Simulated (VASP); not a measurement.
The system is Cu.

```
Cu
1.0
     0.00000    1.80750    1.80750
     1.80750    0.00000    1.80750
     1.80750    1.80750    0.00000
Cu
1
Direct
  0.00000 0.00000 0.00000
```

* Program: VASP 6.6.1
* Task: relaxation of volume and atoms at fixed shape
* Functional: LDA
* Potentials or basis: VASP PAW LDA potentials, release 64 (Cu)
* Cutoff: 600 eV
* k mesh: 12 × 12 × 12
* Occupations: gaussian, width 0.1 eV
* Spin: no spin polarisation

At the start: pressure -11.8 GPa; volume 11.81 Å³/atom.

Q: Where does the relaxation end?

A: Over 3 steps the energy falls by 35.0 meV/atom and the volume is 10.94 Å³/atom (-7.4 %); space group Fm-3m (No. 225, to 0.05 Å).

Step by step:
```tsv
step	energy change (eV)	largest force (eV/Å)	pressure (GPa)	volume (Å³)
1	0.0000	0.0000	-11.78	11.81
2	-0.0176	0.0000	10.73	10.39
3	-0.0350	0.0000	-0.07	10.94
```

Final structure:
```
CELL_PARAMETERS angstrom
0.00000 1.76173 1.76173
1.76173 0.00000 1.76173
1.76173 1.76173 0.00000
ATOMIC_POSITIONS crystal
Cu 0.00000 0.00000 0.00000
```
